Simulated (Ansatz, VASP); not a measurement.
## Mo in VASP and in Ansatz

INCAR

```
PREC = Accurate ; ENCUT = 520
EDIFF = 1E-6 ; ISMEAR = 0
SIGMA = 0.15 ; LREAL = F
LASPH = T ; NELM = 60
ALGO = Fast ; ISIF = 2
LWAVE = F ; LCHARG = T
GGA = PS ; LELF = T
LVHAR = T ; NBANDS = 13
```

Contents of KPOINTS:

```
regular mesh
0
Gamma
  24 24 24
```

POSCAR

```
Mo
1.0
   -1.5925232225      1.5925232225      1.5288222936
    1.5925232225     -1.5925232225      1.5288222936
    1.5925232225      1.5925232225     -1.5288222936
Mo
1
Direct
    0.0000000000      0.0000000000      0.0000000000
```

Input for Ansatz:

```yaml
crystal:
  lattice:
    - [-1.5925232225, 1.5925232225, 1.5288222936]
    - [1.5925232225, -1.5925232225, 1.5288222936]
    - [1.5925232225, 1.5925232225, -1.5288222936]
  atoms:
    - { symbol: Mo, position: [0.0, 0.0, 0.0] }
basis:
  ecutwfc: 420
kpoints:
  mp_grid: { grid: [24, 24, 24] }
hamiltonian:
  xc: pbesol
scf:
  occupations: { method: gaussian, width: 0.15 }
output:
  forces: true
  stress: true
  eigenvalues: true
```

Alike in both runs: task single point; functional PBEsol; k mesh 24 × 24 × 24; occupations gaussian, width 0.15 eV; no spin polarisation.

|  | VASP | Ansatz |
| --- | --- | --- |
| version | VASP 6.6.1 | Ansatz 0.2.0 |
| potentials or method | VASP PAW PBE potentials, release 64 (Mo_sv), cutoff 520 eV | scalar-relativistic, plane waves, PAW |
| valence electrons in the cell | 14 | 14 |

```csv
,VASP,Ansatz,Ansatz less VASP
gap on the k mesh at the Fermi level (eV),none,none,-
pressure (GPa),-2.4,-3.0,-0.56
"traceless stress, the component that is largest in VASP (GPa)",8.56,8.57,+0.003
```

VASP's potentials were made for PBE, not for PBEsol. A gap of «none» marks a metal or a gap that the smearing closes.
